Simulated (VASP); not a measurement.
Input of a VASP 6.6.1 run:

Contents of INCAR:

```
SYSTEM = Ti4C
PREC = Accurate
ENCUT = 520
EDIFF = 1E-6
ISMEAR = 0
SIGMA = 0.1
LREAL = .FALSE.
LASPH = .TRUE.
NELM = 100
ALGO = Fast
ISIF = 2
LWAVE = .FALSE.
LCHARG = .FALSE.
LDIPOL = .TRUE.
IDIPOL = 3
DIPOL = 0.5 0.5 0.356
GGA = PS
IBRION = 2
NSW = 36
EDIFFG = -0.025
```

Contents of KPOINTS:

```
regular mesh
0
G
  8 8 1
  0 0 0
```

Contents of POSCAR:

```
Ti4C
1.0
    3.2102321090      0.0000000000      0.0000000000
    0.0000000000      3.2102321090      0.0000000000
    0.0000000000      0.0000000000     20.1069940753
Ti C
4 1
Selective dynamics
Direct
    0.5000000000      0.5000000000      0.1989357527  F F F
    0.0000000000      0.0000000000      0.2787644953  F F F
    0.5000000000      0.5000000000      0.3538359372  F F F
    0.0000000000      0.0000000000      0.4280597111  F F F
    0.0000000000      0.1250000000      0.5209172663  F F T
```

Potentials or basis: VASP PAW PBE potentials, release 64 (Ti_sv, C).

Launch:

```bash
$ cat potpaw_PBE.64/Ti_sv/POTCAR potpaw_PBE.64/C/POTCAR > POTCAR
$ mpirun -np 1 vasp_std > vasp.out
```

Problem. Predict the band gap on the k mesh.

Solution. Zero (bands 26 and 27 overlap by 0.89 eV).

Problem. What does it give for the energy gained by relaxing?

Solution. 3.7 meV/atom.

Final structure:
```
Ti C
1.0
     3.21023    0.00000    0.00000
     0.00000    3.21023    0.00000
     0.00000    0.00000   20.10699
Ti C
4 1
Direct
  0.50000 0.50000 0.19894
  0.00000 0.00000 0.27876
  0.50000 0.50000 0.35384
  0.00000 0.00000 0.42806
  0.00000 0.12500 0.51830
```
